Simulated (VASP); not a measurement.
Wanted: the native input for a VASP 6.6.1 run.

* Task: relaxation of cell and atoms
* Functional: PBE
* Potentials or basis: VASP PAW PBE potentials, release 64 (Ti_sv, C)
* Cutoff: 600 eV
* k mesh: 6 × 6 × 6
* Occupations: gaussian, width 0.1 eV
* Spin: no spin polarisation
* Dipole correction: no
* Further INCAR settings: ALGO = Normal; EDIFF = 1e-06; IBRION = 2; EDIFFG = -0.05; NSW = 80; ISIF = 3

The structure of TiC2 lies in POSCAR:

```
TiC2
1.0
    0.0000000000      3.6201815343      3.7466122404
    2.1044886736      0.0000000000      3.7466122404
    2.1044886736      3.6201815343      0.0000000000
Ti C
2 4
Direct
    0.7500000000      0.7500000000      0.7500000000
    0.5000000000      0.5000000000      0.5000000000
    0.0868244587      0.4131755413      0.0868244587
    0.4131755413      0.0868244587      0.4131755413
    0.1631755413      0.8368244587      0.1631755413
    0.8368244587      0.1631755413      0.8368244587
```

One way to write it, as run:

INCAR

```
  ALGO = Normal
  EDIFF = 1E-6
  EDIFFG = -0.05
  ENCUT = 600
  GGA = PE
  IBRION = 2
  ISIF = 3
  ISMEAR = 0
  LASPH = T
  LCHARG = F
  LREAL = F
  LWAVE = F
  NELM = 60
  NSW = 80
  PREC = Accurate
  SIGMA = 0.1
```

KPOINTS

```
k-points
0
Gamma
  6 6 6
```

Potentials or basis: VASP PAW PBE potentials, release 64 (Ti_sv, C).

Command:

```sh
$ cat potpaw_PBE.64/Ti_sv/POTCAR potpaw_PBE.64/C/POTCAR > POTCAR
$ mpirun -np 1 vasp_std > vasp.out
```

Results of the run:

The relaxed volume is 8.94 Å³/atom, the relaxed cell is a = 5.231 Å, b = 3.751 Å, c = 4.649 Å, α = 76.21°, β = 44.14°, γ = 59.66° and the space group after relaxing (to 0.1 Å) is Fddd (No. 70). The energy gained by relaxing is 639.8 meV/atom, the ionic steps are 26 and the pressure after relaxing is -0.5 GPa. The largest force after relaxing is 0.007 eV/Å. The band gap on the k mesh is zero (bands 20 and 21 overlap by 1.53 eV).

Run time: 12 min on 1 thread of Intel(R) Xeon(R) 6975P-C (Granite Rapids), on a shared host, peak memory 0.27 GiB.
